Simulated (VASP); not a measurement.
# Hf (Fm-3m) in VASP: further runs

The runs below take Hf through single point, relaxation of cell and atoms, with revPBE, RPBE, LDA, PBEsol.

All numbers are computed with VASP 6.6.1; they aren't measurements. Logs are shortened: lines on timing, memory, paths and dates and some standing lists are left out, and cuts for length are marked.

## Step 1: The cell of the first run

It takes space group Fm-3m (No. 225, cubic). Conventional cell: a = 4.440 Å, b = 4.440 Å, c = 4.440 Å, α = 90.00°, β = 90.00°, γ = 90.00°. Hf (site symmetry m-3m) has 12 Hf at 3.14 Å within 4.1 Å.

## Step 2: Single point, revPBE

File INCAR:

```
SYSTEM = Hf
PREC = Accurate ; ENCUT = 520
EDIFF = 1E-6 ; ISMEAR = -1
SIGMA = 0.05 ; LREAL = .FALSE.
LASPH = .TRUE. ; NELM = 80
ALGO = Normal ; ISIF = 2
LWAVE = .FALSE. ; LCHARG = .TRUE.
GGA = RE ; LELF = .TRUE.
LVHAR = .TRUE. ; NBANDS = 11
```

File KPOINTS:

```
regular mesh
0
G
  10 10 10
  0 0 0
```

File POSCAR:

```
Hf
1.0
    0.0000000000      2.2200000000      2.2200000000
    2.2200000000      0.0000000000      2.2200000000
    2.2200000000      2.2200000000      0.0000000000
Hf
1
Direct
    0.0000000000      0.0000000000      0.0000000000
```

Potentials or basis: VASP PAW PBE potentials, release 64 (Hf_pv).

Run with:

```
$ cat potpaw_PBE.64/Hf_pv/POTCAR > POTCAR
$ mpirun -np 1 vasp_std > vasp.out
```

OUTCAR:

```text
SYSTEM = Hf
   PREC = Accurate
   ENCUT = 520
   EDIFF = 1E-6
   ISMEAR = -1
   LREAL = .FALSE.
   LASPH = .TRUE.
   NELM = 80
   ISIF = 2
   GGA = RE

 ion  position               nearest neighbor table
   1  0.000  0.000  0.000-

  LATTYP: Found a face centered cubic cell.
 ALAT       =     4.4400000000

  Lattice vectors:

 A1 = (   0.0000000000,   2.2200000000,   2.2200000000)
 A2 = (   2.2200000000,   0.0000000000,   2.2200000000)
 A3 = (   2.2200000000,   2.2200000000,   0.0000000000)

Analysis of symmetry for initial positions (statically):
=====================================================================
 Subroutine PRICEL returns:
 Original cell was already a primitive cell.

 Routine SETGRP: Setting up the symmetry group for a
 face centered cubic supercell.

 Subroutine GETGRP returns: Found 48 space group operations
 (whereof 48 operations were pure point group operations)
 out of a pool of 48 trial point group operations.

The static configuration has the point symmetry O_h .

Analysis of symmetry for dynamics (positions and initial velocities):
=====================================================================
 Subroutine PRICEL returns:
 Original cell was already a primitive cell.

 Routine SETGRP: Setting up the symmetry group for a
 face centered cubic supercell.

 Subroutine GETGRP returns: Found 48 space group operations
 (whereof 48 operations were pure point group operations)
 out of a pool of 48 trial point group operations.

The dynamic configuration has the point symmetry O_h .

 Subroutine INISYM returns: Found 48 space group operations
 (whereof 48 operations are pure point group operations),
 and found     1 'primitive' translations

----------------------------------------------------------------------------------------

                                     Primitive cell

  volume of cell :      21.8821

  direct lattice vectors                    reciprocal lattice vectors
     0.000000000  2.220000000  2.220000000    -0.225225225  0.225225225  0.225225225
     2.220000000  0.000000000  2.220000000     0.225225225 -0.225225225  0.225225225
     2.220000000  2.220000000  0.000000000     0.225225225  0.225225225 -0.225225225

  length of vectors
     3.139554108  3.139554108  3.139554108     0.390101533  0.390101533  0.390101533

  position of ions in fractional coordinates (direct lattice)
     0.000000000  0.000000000  0.000000000

  ion indices of the primitive-cell ions
   primitive index   ion index
                 1           1

----------------------------------------------------------------------------------------

 KPOINTS: regular mesh

Automatic generation of k-mesh.
 Grid dimensions read from file:
 generate k-points for:   10   10   10

 Generating k-lattice:

  Cartesian coordinates                     Fractional coordinates (reciprocal lattice)
    -0.022522523  0.022522523  0.022522523     0.100000000  0.000000000  0.000000000
     0.022522523 -0.022522523  0.022522523     0.000000000  0.100000000  0.000000000
     0.022522523  0.022522523 -0.022522523     0.000000000  0.000000000  0.100000000

  Length of vectors
     0.039010153  0.039010153  0.039010153

  Shift w.r.t. Gamma in fractional coordinates (k-lattice)
     0.000000000  0.000000000  0.000000000

 Subroutine IBZKPT returns following result:
 ===========================================

 Found     47 irreducible k-points:

 Following reciprocal coordinates:
            Coordinates               Weight
  0.000000  0.000000  0.000000      1.000000
  0.100000  0.000000  0.000000      8.000000
  0.200000  0.000000  0.000000      8.000000
  0.300000  0.000000  0.000000      8.000000
  0.400000  0.000000  0.000000      8.000000
  0.500000  0.000000  0.000000      4.000000
[... 16 lines left out ...]
  0.300000  0.300000  0.000000      6.000000
  0.400000  0.300000  0.000000     24.000000
 [... further k-points ...]
   k-points           NKPTS =     47   k-points in BZ     NKDIM =     47   number of bands    NBANDS=     11
   number of dos      NEDOS =    301   number of ions     NIONS =      1
   total plane-waves  NPLWV =  13824
   dimension x,y,z NGX =    24 NGY =   24 NGZ =   24
   dimension x,y,z NGXF=    48 NGYF=   48 NGZF=   48
   ions per type =               1
   NGX,Y,Z   is equivalent  to a cutoff of  12.71, 12.71, 12.71 a.u.
   NGXF,Y,Z  is equivalent  to a cutoff of  25.42, 25.42, 25.42 a.u.
 SYSTEM =  Hf
   PREC   = accura    normal or accurate (medium, high low for compatibility)
   ISTART =      0    job   : 0-new  1-cont  2-samecut
   ICHARG =      2    charge: 1-file 2-atom 10-const
   ISPIN  =      1    spin polarized calculation?
   LNONCOLLINEAR =      F non collinear calculations
   LSORBIT =      F    spin-orbit coupling
   LASPH  =      T    aspherical Exc in radial PAW
   ENCUT  =  520.0 eV  38.22 Ry    6.18 a.u.   5.84  5.84  5.84*2*pi/ulx,y,z
   NELM   =     80;   NELMIN=  2; NELMDL= -5     # of ELM steps
   EDIFF  = 0.1E-05   stopping-criterion for ELM
   LREAL  =      F    real-space projection
   EDIFFG = 0.1E-04   stopping-criterion for IOM
   NSW    =      0    number of steps for IOM
   IBRION =     -1    ionic relax: 0-MD 1-quasi-New 2-CG
   NFREE  =      0    steps in history (QN), initial steepest desc. (CG)
   ISIF   =      2    stress and relaxation
   ISYM   =      2    0-nonsym 1-usesym 2-fastsym
   POTIM  = 0.5000    time-step for ionic-motion
   TEBEG  =    0.0;   TEEND  =   0.0 temperature during run
   PSTRESS=    0.0 pullay stress
   NELECT =      10.0000    total number of electrons
   NUPDOWN=      -1.0000    fix difference up-down
   EMIN   =  10.00;   EMAX   =-10.00  energy-range for DOS
   EFERMI =   0.00;   METHOD = LEGACY
   ISMEAR =    -1;   SIGMA  =   0.05  broadening in eV -4-tet -1-fermi 0-gaus
   EFERMI_NEDOS =   21; number of points for ismear=-14 and -15
   IALGO  =     38    algorithm
   IMIX   =      4    mixing-type and parameters
     AMIX     =   0.40;   BMIX     =  1.00
     AMIX_MAG =   1.60;   BMIX_MAG =  1.00
  volume/ion in A,a.u.               =      21.88       147.67
  Fermi-wavevector in a.u.,A,eV,Ry     =   1.260991  2.382927 21.634588  1.590097
  Thomas-Fermi vector in A             =   2.394472
   LORBIT       =      0    0 simple, 1 ext, 2 COOP (PROOUT), +10 PAW based schemes
   GGA     = RE    functional components
   LHFCALC =     F    Hartree Fock is set to
   AEXX    =    0.0000 exact exchange contribution
   IVDW    =     0    specifies the selected vdW correction
   LEPSILON=     F    determine dielectric tensor
   LRPA    =     F    only Hartree local field effects (RPA)
 non-spin polarized calculation
  energy-cutoff  :      520.00
  volume of cell :       21.88
 maximum number of plane-waves:       609
   NGX = 11   NGY = 11   NGZ = 11

 number of electron      10.0000000 magnetization

 Free energy of the ion-electron system (eV)
  ---------------------------------------------------
  ext. energy  EPLUGINS =         0.00000000
  ---------------------------------------------------
  free energy    TOTEN  =        -9.50605597 eV

  energy without entropy =       -9.49496432  energy(sigma->0) =       -9.50051014

 E-fermi :   4.9778     XC(G=0): -11.3406

 val. band max:        4.9537279423   @ k =   0.3000   0.0000   0.0000
 cond. band min:       5.0063784233   @ k =  -0.2000   0.1000   0.0000
 fundamental gap:      0.0526504810
 Fermi energy:         4.9778166375

 k-point     1 :       0.0000    0.0000    0.0000
  band No.  band energies     occupation
      1     -24.9821      2.00000
      2     -24.9821      2.00000
      3     -24.9821      2.00000
      4      -2.3165      2.00000
      5       6.4043      0.00000
      6       6.4043      0.00000
      7       6.4043      0.00000
      8       9.2850      0.00000
      9       9.2850      0.00000
     10      16.3206      0.00000
     11      18.1782      0.00000

 k-point     2 :       0.1000    0.0000    0.0000
  band No.  band energies     occupation
      1     -25.0708      2.00000
      2     -24.9932      2.00000
      3     -24.9932      2.00000
      4      -1.9624      2.00000
      5       6.0536      0.00000
      6       6.5668      0.00000
      7       6.5668      0.00000
      8       9.1114      0.00000
      9       9.1114      0.00000
     10      17.0844      0.00000
     11      18.1770      0.00000

 k-point     3 :       0.2000    0.0000    0.0000
  band No.  band energies     occupation
      1     -25.2969      2.00000
      2     -25.0224      2.00000
      3     -25.0224      2.00000
      4      -1.0044      2.00000
      5       5.3665      0.00084
      6       6.8027      0.00000
      7       6.8027      0.00000
      8       9.0193      0.00000
      9       9.0193      0.00000
     10      17.1233      0.00000
     11      18.1794      0.00000

 k-point     4 :       0.3000    0.0000    0.0000
  band No.  band energies     occupation
      1     -25.5655      2.00000
      2     -25.0580      2.00000
      3     -25.0580      2.00000
      4       0.2036      2.00000
      5       4.9537      1.23633
      6       6.6291      0.00000
      7       6.6291      0.00000
      8       9.7211      0.00000
      9       9.7211      0.00000
     10      15.7696      0.00000
     11      18.1760      0.00000
[... 239 lines left out ...]
 k-point    22 :      -0.2000    0.2000    0.0000
  band No.  band energies     occupation
      1     -25.5226      2.00000
      2     -25.2259      2.00000
      3     -25.0537      2.00000
      4       0.8324      2.00000
      5       4.6595      1.99657
      6       5.8213      0.00000
      7       7.6060      0.00000
      8       8.0627      0.00000
      9      11.3364      0.00000
     10      17.3603      0.00000
     11      18.1892      0.00000

 k-point    23 :       0.3000    0.3000    0.0000
  band No.  band energies     occupation
      1     -25.5374      2.00000
      2     -25.1881      2.00000
      3     -25.1881      2.00000
      4       0.9569      2.00000
      5       3.7092      2.00000
      6       6.0752      0.00000
      7       8.8904      0.00000
      8       8.8904      0.00000
      9      10.6039      0.00000
     10      18.1728      0.00000
     11      19.7424      0.00000

 k-point    24 :       0.4000    0.3000    0.0000
  band No.  band energies     occupation
      1     -25.6490      2.00000
      2     -25.2511      2.00000
      3     -25.2229      2.00000
      4       1.6350      2.00000
      5       3.4294      2.00000
      6       5.8479      0.00000
      7       9.1601      0.00000
      8      10.1769      0.00000
      9      11.3098      0.00000
     10      16.9341      0.00000
     11      18.1825      0.00000

 [... further k-points ...]
[... 5 lines left out ...]
  --------------------------------------------------------------------------------------
  -------------------------------------------------------------------------------------
  Total        0.6459539      0.6459539      0.6459539      0.0000000      0.0000000     -0.0000000
  in kB       47.2958686     47.2958686     47.2958686      0.0000000      0.0000000     -0.0000000
  external PRESSURE =      47.2958686 kB  Pullay stress =       0.0000000 kB

 VOLUME and BASIS-vectors are now :
 -----------------------------------------------------------------------------
  energy-cutoff  :      520.00
  volume of cell :       21.88
      direct lattice vectors                 reciprocal lattice vectors
     0.000000000  2.220000000  2.220000000    -0.225225225  0.225225225  0.225225225
     2.220000000  0.000000000  2.220000000     0.225225225 -0.225225225  0.225225225
     2.220000000  2.220000000  0.000000000     0.225225225  0.225225225 -0.225225225

 POSITION                                       TOTAL-FORCE (eV/Angst)
 -----------------------------------------------------------------------------------
      0.00000      0.00000      0.00000         0.000000     -0.000000      0.000000
 -----------------------------------------------------------------------------------
    total drift:                                0.000000      0.000000     -0.000000

  FREE ENERGIE OF THE ION-ELECTRON SYSTEM (eV)
  ---------------------------------------------------
  free  energy   TOTEN  =        -9.5060559661 eV

  energy  without entropy=       -9.4949643235  energy(sigma->0) =       -9.50051014
```

It took 8.1 s on 1 thread of Intel Xeon 6975P-C, shared host; peak memory 0.14 GiB.

Results:

```yaml
Free_energy: -9.5061 eV
Pressure: 4.7 GPa
Band_gap_on_the_k_mesh: zero (band 5 reaches 6.40 eV, above the bottom of band 6 at 4.58 eV)
```

Levels at points of the mesh, in eV from the Fermi level:
| k point | band 3 | band 4 | band 5 | band 6 | band 7 | band 8 |
| --- | --- | --- | --- | --- | --- | --- |
| (0.00, 0.00, 0.00) | -29.96 | -7.29 | 1.43 | 1.43 | 1.43 | 4.31 |
| (0.50, 0.00, 0.00) | -30.08 | -3.70 | 0.61 | 1.20 | 1.20 | 6.48 |
| (0.50, 0.50, 0.00) | -30.27 | -3.35 | -2.20 | 2.61 | 6.50 | 7.12 |

Caveat: the PAW data sets were made with another functional, which shifts forces and pressure a little; spin-orbit coupling is left out, which moves the levels of the heavy elements.

## Step 3: Single point, RPBE

This run uses another cell than the first one, of 23.19 Å³/atom, 1.060 times its volume.

File INCAR:

```
SYSTEM = Hf
PREC     = Accurate       ! precision mode
ENCUT    = 520            ! plane-wave cutoff, eV
EDIFF    = 1E-6           ! SCF threshold, eV
ISMEAR   = -1             ! smearing method
SIGMA    = 0.05           ! smearing width, eV
LREAL    = .FALSE.        ! projectors in reciprocal space
LASPH    = .TRUE.         ! aspherical terms in the spheres
NELM     = 100            ! most SCF steps
ALGO     = Normal         ! electronic algorithm
ISIF     = 2              ! what is computed and relaxed
LWAVE    = .FALSE.        ! write WAVECAR
LCHARG   = .FALSE.        ! write CHGCAR
GGA      = RP             ! functional
NBANDS   = 11             ! bands
```

KPOINTS is that of step 2.

File POSCAR:

```
Hf
1.0
    0.0000000000      2.2633865546      2.2633865546
    2.2633865546      0.0000000000      2.2633865546
    2.2633865546      2.2633865546      0.0000000000
Hf
1
Direct
    0.0000000000      0.0000000000      0.0000000000
```

Potentials or basis: VASP PAW PBE potentials, release 64 (Hf_pv).

Run with:

```
$ cat potpaw_PBE.64/Hf_pv/POTCAR > POTCAR
$ mpirun -np 1 vasp_std > vasp.out
```

OUTCAR:

```text
SYSTEM = Hf
   PREC = Accurate
   ENCUT = 520
   EDIFF = 1E-6
   ISMEAR = -1
   LREAL = .FALSE.
   LASPH = .TRUE.
   NELM = 100
   ISIF = 2
   GGA = RP

 ion  position               nearest neighbor table
   1  0.000  0.000  0.000-

  LATTYP: Found a face centered cubic cell.
 ALAT       =     4.5267731092

  Lattice vectors:

 A1 = (   0.0000000000,   2.2633865546,   2.2633865546)
 A2 = (   2.2633865546,   0.0000000000,   2.2633865546)
 A3 = (   2.2633865546,   2.2633865546,   0.0000000000)

Analysis of symmetry for initial positions (statically):
=====================================================================
 Subroutine PRICEL returns:
 Original cell was already a primitive cell.

 Routine SETGRP: Setting up the symmetry group for a
 face centered cubic supercell.

 Subroutine GETGRP returns: Found 48 space group operations
 (whereof 48 operations were pure point group operations)
 out of a pool of 48 trial point group operations.

The static configuration has the point symmetry O_h .

Analysis of symmetry for dynamics (positions and initial velocities):
=====================================================================
 Subroutine PRICEL returns:
 Original cell was already a primitive cell.
[... 157 lines left out ...]
 fundamental gap:      0.0005930919
 Fermi energy:         4.5925554339

 k-point     1 :       0.0000    0.0000    0.0000
  band No.  band energies     occupation
      1     -25.5876      2.00000
      2     -25.5876      2.00000
      3     -25.5876      2.00000
      4      -2.4895      2.00000
      5       6.0076      0.00000
      6       6.0076      0.00000
      7       6.0076      0.00000
      8       8.6861      0.00000
      9       8.6861      0.00000
     10      15.7367      0.00000
     11      17.6163      0.00000
[... 309 lines left out ...]
 k-point    24 :       0.4000    0.3000    0.0000
  band No.  band energies     occupation
      1     -26.1326      2.00000
      2     -25.8085      2.00000
      3     -25.7856      2.00000
      4       1.3707      2.00000
      5       3.2164      2.00000
      6       5.3948      0.00000
      7       8.5664      0.00000
      8       9.4961      0.00000
      9      10.5494      0.00000
     10      15.8536      0.00000
     11      17.4995      0.00000

 [... further k-points ...]
[... 5 lines left out ...]
  --------------------------------------------------------------------------------------
  -------------------------------------------------------------------------------------
  Total       -0.0740156     -0.0740156     -0.0740156      0.0000000      0.0000000      0.0000000
  in kB       -5.1136084     -5.1136084     -5.1136084      0.0000000      0.0000000      0.0000000
  external PRESSURE =      -5.1136084 kB  Pullay stress =       0.0000000 kB

 VOLUME and BASIS-vectors are now :
 -----------------------------------------------------------------------------
  energy-cutoff  :      520.00
  volume of cell :       23.19
      direct lattice vectors                 reciprocal lattice vectors
     0.000000000  2.263386555  2.263386555    -0.220907913  0.220907913  0.220907913
     2.263386555  0.000000000  2.263386555     0.220907913 -0.220907913  0.220907913
     2.263386555  2.263386555  0.000000000     0.220907913  0.220907913 -0.220907913

 POSITION                                       TOTAL-FORCE (eV/Angst)
 -----------------------------------------------------------------------------------
      0.00000      0.00000      0.00000        -0.000000      0.000000     -0.000000
 -----------------------------------------------------------------------------------
    total drift:                                0.000000      0.000000      0.000000

  FREE ENERGIE OF THE ION-ELECTRON SYSTEM (eV)
  ---------------------------------------------------
  free  energy   TOTEN  =        -9.4392433784 eV

  energy  without entropy=       -9.4259577993  energy(sigma->0) =       -9.43260059
```

OSZICAR:

```text
N       E                     dE             d eps       ncg     rms          rms(c)
DAV:   1     0.141412812724E+02    0.14141E+02   -0.57648E+03  1050   0.844E+02
DAV:   2    -0.931055277859E+01   -0.23452E+02   -0.22745E+02  1313   0.157E+02
DAV:   3    -0.976832650270E+01   -0.45777E+00   -0.45500E+00  1282   0.153E+01
DAV:   4    -0.977031963929E+01   -0.19931E-02   -0.19929E-02  1214   0.121E+00
DAV:   5    -0.977033130254E+01   -0.11663E-04   -0.11663E-04  1295   0.817E-02    0.449E+01
DAV:   6    -0.952326484694E+01    0.24707E+00   -0.21891E-01  1139   0.356E+00    0.269E+01
DAV:   7    -0.944487055104E+01    0.78394E-01   -0.34605E-01  1175   0.438E+00    0.121E+00
DAV:   8    -0.943921709791E+01    0.56535E-02   -0.27976E-02  1169   0.122E+00    0.762E-01
DAV:   9    -0.943924028864E+01   -0.23191E-04   -0.50300E-04  1233   0.202E-01    0.784E-02
DAV:  10    -0.943924247678E+01   -0.21881E-05   -0.38945E-05  1225   0.491E-02    0.770E-02
DAV:  11    -0.943924337839E+01   -0.90161E-06   -0.43435E-06  1220   0.158E-02
   1 F= -.94392434E+01 E0= -.94326006E+01  d E =-.132856E-01
```

It used 6.2 s of CPU time on 1 thread of Intel Xeon 6975P-C, with other jobs on the host.

What came out:

| Property | Result |
| --- | --- |
| Free energy | -9.4392 eV |
| Pressure | -0.5 GPa |
| Band gap on the k mesh | zero (band 5 reaches 6.01 eV, above the bottom of band 6 at 4.22 eV) |

Caveat: the PAW data sets were made with another functional, which shifts forces and pressure a little; spin-orbit coupling is left out, which moves the levels of the heavy elements.

[end of part 1 of 2]
